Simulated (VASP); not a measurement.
Wanted: the native input for a VASP 6.6.1 run.

- Task: single point
- Functional: PBE
- Potentials or basis: VASP PAW PBE potentials, release 64 (Na_pv, F)
- Cutoff: 520 eV
- k mesh: 11 × 11 × 11
- Occupations: fermi-dirac, width 0.03 eV
- Spin: no spin polarisation
- Dipole correction: no
- Further INCAR settings: ALGO = Normal; EDIFF = 1e-06; NBANDS = 14

The structure of NaF lies in POSCAR:

```
NaF
1.0
    0.0000000000      2.3233000000      2.3233000000
    2.3233000000      0.0000000000      2.3233000000
    2.3233000000      2.3233000000      0.0000000000
Na F
1 1
Direct
    0.0000000000      0.0000000000      0.0000000000
    0.5000000000      0.5000000000      0.5000000000
```

One way to write it, as run:

INCAR

```
  ALGO = Normal
  EDIFF = 1E-6
  ENCUT = 520
  GGA = PE
  ISIF = 2
  ISMEAR = -1
  LASPH = True
  LCHARG = False
  LREAL = False
  LWAVE = False
  NBANDS = 14
  NELM = 80
  PREC = Accurate
  SIGMA = 0.03
```

KPOINTS

```
k-points
0
Gamma
  11 11 11
```

Potentials or basis: VASP PAW PBE potentials, release 64 (Na_pv, F).

Run with:

```bash
$ cat potpaw_PBE.64/Na_pv/POTCAR potpaw_PBE.64/F/POTCAR > POTCAR
$ mpirun -np 1 vasp_std > vasp.out
```

It gave:

```
Pressure               : 1.6 GPa
Band gap on the k mesh : 6.26 eV, direct
```

Run time: 4.8 s on 1 thread of Intel(R) Xeon(R) 6975P-C (Granite Rapids) (shared host), peak memory 0.14 GiB.
